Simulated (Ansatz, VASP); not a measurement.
## MgO: VASP beside Ansatz

```
Mg O
1.0
     0.00000    2.05070    2.05070
     2.05070    0.00000    2.05070
     2.05070    2.05070    0.00000
Mg O
1 1
Cartesian
  0.0000 0.0000 0.0000
  2.0507 2.0507 2.0507
```

Alike in both runs: task single point; functional PBE; k mesh 8 × 8 × 8; no spin polarisation.

|  | VASP | Ansatz |
| --- | --- | --- |
| version | VASP 6.6.1 | Ansatz 0.2.0 |
| potentials or method | VASP PAW PBE potentials, release 64 (Mg, O), cutoff 600 eV | plane waves, PAW |
| occupations | gaussian, width 0.01 eV | fixed |
| valence electrons in the cell | 8 | 16 |

Ansatz gave:

| Property | Result |
| --- | --- |
| pressure (GPa) | 20.5 |

Q: Estimate VASP's values.

A: Pressure (GPa): 19.4.

VASP's potentials hold 8 valence electrons a cell and Ansatz's 16, so a difference there can come from the potentials and not from the codes.
